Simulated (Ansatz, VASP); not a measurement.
## Cu in VASP and in Ansatz

```
CELL_PARAMETERS angstrom
2.56426 0.00000 0.00000
-1.28213 2.22071 0.00000
0.00000 0.00000 4.20697
ATOMIC_POSITIONS crystal
Cu 0.33333 0.66667 0.25000
Cu 0.66667 0.33333 0.75000
```

Alike in both runs: functional PBE; k mesh 18 × 18 × 10; occupations fermi-dirac, width 0.15 eV; no spin polarisation.

Ansatz relaxed the structure, and its values are those at the end. VASP's run is a single point on that final structure, the one shown.

|  | VASP | Ansatz |
| --- | --- | --- |
| version | VASP 6.6.1 | Ansatz 0.2.0 |
| potentials or method | VASP PAW PBE potentials, release 64 (Cu), cutoff 520 eV | scalar-relativistic, plane waves, PAW |
| valence electrons in the cell | 22 | 38 |

```tsv
	VASP	Ansatz	Ansatz less VASP
gap on the k mesh at the Fermi level (eV)	none	none	-
pressure (GPa)	0.8	0.0	-0.77
```

A gap of «none» marks a metal or a gap that the smearing closes. VASP's potentials hold 22 valence electrons a cell and Ansatz's 38, so a difference there can come from the potentials and not from the codes.
